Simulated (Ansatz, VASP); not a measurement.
# One calculation of NaB, two programs

The input INCAR:

```
PREC = Accurate
ENCUT = 600
EDIFF = 1E-6
ISMEAR = -1
SIGMA = 0.1
LREAL = F
LASPH = T
NELM = 100
ALGO = Normal
ISIF = 3
LWAVE = F
LCHARG = F
GGA = PE
IVDW = 13
IBRION = 2
NSW = 80
EDIFFG = -0.01
```

The input KPOINTS:

```
regular mesh
0
Gamma
  9 9 9
```

POSCAR

```
NaB
1.0
    0.0000000000      2.6838690000      2.6838690000
    2.6838690000      0.0000000000      2.6838690000
    2.6838690000      2.6838690000      0.0000000000
Na B
1 1
Direct
    0.0000000000      0.0000000000      0.0000000000
    0.5000000000      0.5000000000      0.5000000000
```

Input for Ansatz:

```yaml
crystal:
  lattice:
    - [0.0, 2.683869, 2.683869]
    - [2.683869, 0.0, 2.683869]
    - [2.683869, 2.683869, 0.0]
  atoms:
    - { symbol: Na, position: [0.0, 0.0, 0.0] }
    - { symbol: B, position: [0.5, 0.5, 0.5] }
kpoints:
  mp_grid:
    grid: [9, 9, 9]
hamiltonian:
  xc: pbe
  dispersion: d4
scf:
  occupations:
    method: fermi_dirac
relax:
  max_steps: 60
  max_displacement: 0.3
  cell: {}
```

Alike in both runs: task relaxation of cell and atoms; functional PBE; dispersion D4; k mesh 9 × 9 × 9; no spin polarisation.

|  | VASP | Ansatz |
| --- | --- | --- |
| version | VASP 6.6.1 | Ansatz 0.2.0 |
| potentials or method | VASP PAW PBE potentials, release 64 (Na_pv, B) | plane waves, PAW |
| plane-wave cutoff (eV) | 600 | 420 |
| occupations | fermi-dirac, width 0.1 eV | fermi-dirac |
| valence electrons in the cell | 10 | 12 |

|  | VASP | Ansatz | Ansatz less VASP |
| --- | --- | --- | --- |
| relaxed volume (Å³/atom) | 18.95 | 18.91 | -0.035 |
| relaxed cell length with the largest relative difference (Å) | 3.770 | 3.768 | -0.0023 |

VASP's potentials hold 10 valence electrons a cell and Ansatz's 12, so a difference there can come from the potentials and not from the codes.
